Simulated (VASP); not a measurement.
The system is ScIn4.

```
CELL_PARAMETERS angstrom
-3.13358 3.13358 3.13358
3.13358 -3.13358 3.13358
3.13358 3.13358 -3.13358
ATOMIC_POSITIONS crystal
Sc 0.00000 0.00000 0.00000
In 0.00000 0.00000 0.50000
In 0.00000 0.50000 0.00000
In 0.50000 0.00000 0.00000
In 0.50000 0.50000 0.50000
```

| Quantity | Value |
| --- | --- |
| Program | VASP 6.6.1 |
| Task | relaxation of cell and atoms |
| Functional | PBE |
| Potentials or basis | VASP PAW PBE potentials, release 64 (Sc_sv, In_d) |
| Cutoff | 600 eV |
| k mesh | 4 × 4 × 4 |
| Occupations | gaussian, width 0.1 eV |
| Spin | no spin polarisation |

At the start: pressure 13.5 GPa; volume 24.62 Å³/atom.

Q: How do energy, volume and symmetry change on relaxing?

A: Over 3 steps the energy falls by 216.8 meV/atom and the volume is 30.97 Å³/atom (+25.8 %); space group Im-3m (No. 229, to 0.05 Å).

The path:
| step | energy change (eV) | largest force (eV/Å) | pressure (GPa) | volume (Å³) |
| --- | --- | --- | --- | --- |
| 1 | 0.0000 | 0.0000 | 13.50 | 123.08 |
| 2 | -1.0429 | 0.0000 | -1.44 | 163.84 |
| 3 | -1.0839 | 0.0000 | 0.05 | 154.87 |

Final structure:
```cif
data_structure
_symmetry_space_group_name_H-M 'P 1'
_symmetry_Int_Tables_number 1
_cell_length_a 5.8595
_cell_length_b 5.8595
_cell_length_c 5.8595
_cell_angle_alpha 109.471
_cell_angle_beta 109.471
_cell_angle_gamma 109.471
_cell_volume 154.87
loop_
_atom_site_label
_atom_site_type_symbol
_atom_site_fract_x
_atom_site_fract_y
_atom_site_fract_z
_atom_site_occupancy
Sc1 Sc 0.00000 0.00000 0.00000 1
In1 In 0.00000 0.00000 0.50000 1
In2 In 0.00000 0.50000 0.00000 1
In3 In 0.50000 0.00000 0.00000 1
In4 In 0.50000 0.50000 0.50000 1
```

Caveat: the volume moved by over 15 % at a fixed basis, so the end points are rough.
